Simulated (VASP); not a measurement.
# TePb in VASP: settings compared, part 2 of 2

VASP 6.6.1. Earlier steps stand in the parts before.

## 3. Single point, PBE (epitaxial xy strain -4.0%)

INCAR

```
PREC = Accurate
ENCUT = 520
EDIFF = 1E-7
ISMEAR = 0
SIGMA = 0.01
LREAL = F
LASPH = T
NELM = 100
ALGO = Normal
ISIF = 2
LWAVE = F
LCHARG = T
GGA = PE
LELF = T
LVHAR = T
NBANDS = 17
```

KPOINTS

```
regular mesh
0
Gamma
  4 4 4
```

POSCAR

```
TePb
1.0
    0.0000000000      3.1371233749      3.2824757153
    3.1371233749      0.0000000000      3.2824757153
    3.1371233749      3.1371233749      0.0000000000
Pb Te
1 1
Direct
    0.0000000000      0.0000000000      0.0000000000
    0.5000000000      0.5000000000      0.5000000000
```

Potentials or basis: VASP PAW PBE potentials, release 64 (Pb_d, Te).

Started as:

```sh
cat potpaw_PBE.64/Pb_d/POTCAR potpaw_PBE.64/Te/POTCAR > POTCAR
mpirun -np 1 vasp_std > vasp.out
```

Run time: 20 s. Hardware: 1 thread of Intel Xeon Platinum 8259CL at 2.50GHz (Skylake/Cascade Lake), shared host; peak memory 0.2 GiB.

It converged, with:

```
Free energy            : -7.3945 eV
Pressure               : 4.7 GPa
Band gap on the k mesh : 0.52 eV, direct
```

Stress tensor (GPa, compression positive):
```
6.94 0.00 0.00
0.00 6.94 0.00
0.00 0.00 0.27
```

Levels at points of the mesh, in eV from the valence-band top:
| k point | band 8 | band 9 | band 10 | band 11 | band 12 | band 13 |
| --- | --- | --- | --- | --- | --- | --- |
| (0.00, 0.00, 0.00) | -1.74 | -1.74 | -1.29 | 3.37 | 4.42 | 4.42 |
| (0.50, 0.00, 0.00) | -1.19 | -1.02 | 0.00 | 0.52 | 1.06 | 1.19 |
| (0.50, 0.50, 0.00) | -4.86 | -3.06 | -3.06 | 3.12 | 5.71 | 5.71 |
| (0.50, 0.00, 0.50) | -4.96 | -3.41 | -2.92 | 2.99 | 4.94 | 6.09 |

Caveat: the k points lie up to 0.43 Å⁻¹ apart; the cell differs from its parent crystal (epitaxial xy strain -4.0%); spin-orbit coupling is left out, which moves the levels of the heavy elements. A k mesh can miss the band edges.

## 4. Single point, PBE (epitaxial xy strain -3.0%)

INCAR

```
SYSTEM = TePb
PREC     = Accurate       ! precision mode
ENCUT    = 520            ! plane-wave cutoff, eV
EDIFF    = 1E-6           ! SCF threshold, eV
ISMEAR   = 0              ! smearing method
SIGMA    = 0.01           ! smearing width, eV
LREAL    = .FALSE.        ! projectors in reciprocal space
LASPH    = .TRUE.         ! aspherical terms in the spheres
NELM     = 60             ! most SCF steps
ALGO     = Normal         ! electronic algorithm
ISIF     = 2              ! what is computed and relaxed
LWAVE    = .FALSE.        ! write WAVECAR
LCHARG   = .TRUE.         ! write CHGCAR
GGA      = PE             ! functional
LELF     = .TRUE.         ! ELF
LVHAR    = .TRUE.       
NBANDS   = 17             ! bands
```

KPOINTS

```
Automatic mesh
0
G
  4 4 4
  0 0 0
```

POSCAR

```
TePb
1.0
    0.0000000000      3.1698017434      3.2787336025
    3.1698017434      0.0000000000      3.2787336025
    3.1698017434      3.1698017434      0.0000000000
Pb Te
1 1
Direct
    0.0000000000      0.0000000000      0.0000000000
    0.5000000000      0.5000000000      0.5000000000
```

Started as:

```sh
cat potpaw_PBE.64/Pb_d/POTCAR potpaw_PBE.64/Te/POTCAR > POTCAR
mpirun -np 1 vasp_std > vasp.out
```

It took 16 s on 1 thread of Intel Xeon Platinum 8259CL at 2.50GHz (Skylake/Cascade Lake), shared host; peak memory 0.2 GiB.

Results (log left out):

- Free energy: -7.4450 eV
- Pressure: 3.5 GPa
- Band gap on the k mesh: 0.62 eV, direct

Stress tensor (GPa, compression positive):
```
5.01 0.00 0.00
0.00 5.01 0.00
0.00 0.00 0.34
```

Levels at points of the mesh, in eV from the valence-band top:
```csv
k point,band 7,band 8,band 9,band 10,band 11,band 12,band 13,band 14
"(0.00, 0.00, 0.00)",-5.56,-1.59,-1.59,-1.26,3.56,4.33,4.33,5.57
"(0.50, 0.00, 0.00)",-8.76,-1.07,-0.95,0.00,0.62,1.14,1.25,8.37
"(0.50, 0.50, 0.00)",-7.19,-4.68,-2.93,-2.93,3.22,5.63,5.63,6.49
"(0.50, 0.00, 0.50)",-7.45,-4.75,-3.19,-2.82,3.12,5.06,5.91,6.98
```

Caveat: the k points lie up to 0.42 Å⁻¹ apart; the cell differs from its parent crystal (epitaxial xy strain -3.0%); spin-orbit coupling is left out, which moves the levels of the heavy elements. A k mesh can miss the band edges.

## 5. Single point, r2SCAN (epitaxial xy strain -4.0%)

POSCAR

```
TePb
1.0
    0.0000000000      3.1371233749      3.2824757153
    3.1371233749      0.0000000000      3.2824757153
    3.1371233749      3.1371233749      0.0000000000
Pb Te
1 1
Direct
    0.0000000000      0.0000000000      0.0000000000
    0.5000000000      0.5000000000      0.5000000000
```

INCAR.step1

```
PREC = Accurate
ENCUT = 520
ISMEAR = 0
SIGMA = 0.01
LREAL = False
LASPH = True
NELM = 100
NBANDS = 17
GGA = PE
ALGO = Normal
EDIFF = 1E-4
LWAVE = True
LCHARG = False
```

INCAR.step2

```
PREC = Accurate
ENCUT = 520
EDIFF = 1E-6
ISMEAR = 0
SIGMA = 0.01
LREAL = False
LASPH = True
NELM = 100
ALGO = Normal
ISIF = 2
LWAVE = False
LCHARG = False
METAGGA = R2SCAN
LMIXTAU = True
NBANDS = 17
ISTART = 1
```

KPOINTS

```
regular mesh
0
Gamma
  8 8 8
```

Started as:

```sh
cat potpaw_PBE.64/Pb_d/POTCAR potpaw_PBE.64/Te/POTCAR > POTCAR
cp INCAR.step1 INCAR
mpirun -np 1 vasp_std > vasp.out
cp INCAR.step2 INCAR
mpirun -np 1 vasp_std > vasp.out
```

It took 3.4 min on 1 thread of Intel Xeon Platinum 8259CL at 2.50GHz (Skylake/Cascade Lake), shared host; peak memory 0.25 GiB.

Results (log left out):

```yaml
Free_energy: -82.6075 eV
Pressure: 4.2 GPa
Band_gap_on_the_k_mesh: 0.77 eV, direct
```

Stress tensor (GPa, compression positive):
```
 6.29  0.00  0.00
 0.00  6.29  0.00
 0.00  0.00 -0.06
```

Levels at points of the mesh, in eV from the valence-band top:
| k point | band 7 | band 8 | band 9 | band 10 | band 11 | band 12 | band 13 | band 14 |
| --- | --- | --- | --- | --- | --- | --- | --- | --- |
| (0.00, 0.00, 0.00) | -5.57 | -1.92 | -1.92 | -1.46 | 3.60 | 4.69 | 4.69 | 5.82 |
| (0.50, 0.00, 0.00) | -9.25 | -1.35 | -1.17 | 0.00 | 0.77 | 1.22 | 1.30 | 8.91 |
| (0.50, 0.50, 0.00) | -7.38 | -5.08 | -3.26 | -3.26 | 3.41 | 6.06 | 6.06 | 6.89 |
| (0.50, 0.00, 0.50) | -7.78 | -5.18 | -3.62 | -3.11 | 3.26 | 5.25 | 6.47 | 7.61 |

Caveat: the cell differs from its parent crystal (epitaxial xy strain -4.0%); the PAW data sets were made with another functional, which shifts forces and pressure a little; spin-orbit coupling is left out, which moves the levels of the heavy elements.

## 6. Single point, r2SCAN (epitaxial xy strain -3.0%)

POSCAR

```
TePb
1.0
    0.0000000000      3.1698017434      3.2787336025
    3.1698017434      0.0000000000      3.2787336025
    3.1698017434      3.1698017434      0.0000000000
Pb Te
1 1
Direct
    0.0000000000      0.0000000000      0.0000000000
    0.5000000000      0.5000000000      0.5000000000
```

INCAR.step1

```
ALGO     = Normal         # electronic algorithm
EDIFF    = 1E-4           # SCF threshold, eV
ENCUT    = 520            # plane-wave cutoff, eV
GGA      = PE             # functional
ISMEAR   = 0              # smearing method
LASPH    = T              # aspherical terms in the spheres
LCHARG   = F              # write CHGCAR
LREAL    = F              # projectors in reciprocal space
LWAVE    = T              # write WAVECAR
NBANDS   = 17             # bands
NELM     = 60             # most SCF steps
PREC     = Accurate       # precision mode
SIGMA    = 0.01           # smearing width, eV
```

INCAR.step2

```
ALGO     = Normal         # electronic algorithm
EDIFF    = 1E-7           # SCF threshold, eV
ENCUT    = 520            # plane-wave cutoff, eV
ISIF     = 2              # what is computed and relaxed
ISMEAR   = 0              # smearing method
ISTART   = 1            
LASPH    = T              # aspherical terms in the spheres
LCHARG   = F              # write CHGCAR
LMIXTAU  = T            
LREAL    = F              # projectors in reciprocal space
LWAVE    = F              # write WAVECAR
METAGGA  = R2SCAN         # meta-GGA
NBANDS   = 17             # bands
NELM     = 60             # most SCF steps
PREC     = Accurate       # precision mode
SIGMA    = 0.01           # smearing width, eV
```

KPOINTS

```
k-points
0
Gamma
  8 8 8
```

Potentials or basis: VASP PAW PBE potentials, release 64 (Pb_d, Te).

Started as:

```sh
cat potpaw_PBE.64/Pb_d/POTCAR potpaw_PBE.64/Te/POTCAR > POTCAR
cp INCAR.step1 INCAR
mpirun -np 1 vasp_std > vasp.out
cp INCAR.step2 INCAR
mpirun -np 1 vasp_std > vasp.out
```

It took 4.5 min on 1 thread of Intel Xeon Platinum 8259CL at 2.50GHz (Skylake/Cascade Lake), shared host; peak memory 0.26 GiB.

Results (log left out):

```
Free energy            : -82.6528 eV
Pressure               : 2.9 GPa
Band gap on the k mesh : 0.88 eV, direct
```

Stress tensor (GPa, compression positive):
```
 4.39  0.00  0.00
 0.00  4.39  0.00
 0.00  0.00 -0.05
```

Levels at points of the mesh, in eV from the valence-band top:
```tsv
k point	band 7	band 8	band 9	band 10	band 11	band 12	band 13	band 14
(0.00, 0.00, 0.00)	-5.60	-1.76	-1.76	-1.42	3.80	4.61	4.61	5.94
(0.50, 0.00, 0.00)	-9.09	-1.22	-1.09	0.00	0.88	1.29	1.37	8.93
(0.50, 0.50, 0.00)	-7.39	-4.89	-3.12	-3.12	3.51	5.98	5.98	6.92
(0.50, 0.00, 0.50)	-7.68	-4.97	-3.38	-3.00	3.40	5.38	6.28	7.46
```

Caveat: the cell differs from its parent crystal (epitaxial xy strain -3.0%); the PAW data sets were made with another functional, which shifts forces and pressure a little; spin-orbit coupling is left out, which moves the levels of the heavy elements.

## 7. Overview

```csv
level,cell,k mesh,gap on the mesh (eV),pressure (GPa)
PBE,"a = 4.621 Å, angles 60.0°, 2 atoms",4 × 4 × 4,0.80,0.6
PBE,"a = 4.541, b = 4.541, c = 4.437 Å, angles 60.8, 60.8, 58.5°, 2 atoms",4 × 4 × 4,0.52,4.7
PBE,"a = 4.560, b = 4.560, c = 4.483 Å, angles 60.6, 60.6, 58.9°, 2 atoms",4 × 4 × 4,0.62,3.5
r2SCAN,"a = 4.541, b = 4.541, c = 4.437 Å, angles 60.8, 60.8, 58.5°, 2 atoms",8 × 8 × 8,0.77,4.2
r2SCAN,"a = 4.560, b = 4.560, c = 4.483 Å, angles 60.6, 60.6, 58.9°, 2 atoms",8 × 8 × 8,0.88,2.9
```

Alike in all rows: task single point; potentials or basis VASP PAW PBE potentials, release 64 (Pb_d, Te); no spin polarisation; cutoff (eV) 520; smearing gaussian 0.01 eV.

Caveats: some runs use coarse meshes; spin-orbit coupling is left out, which moves the levels of the heavy elements; the PAW data sets were made with another functional, which shifts forces and pressure a little (some runs).

Absolute energies hang on the potentials; compare differences alone.
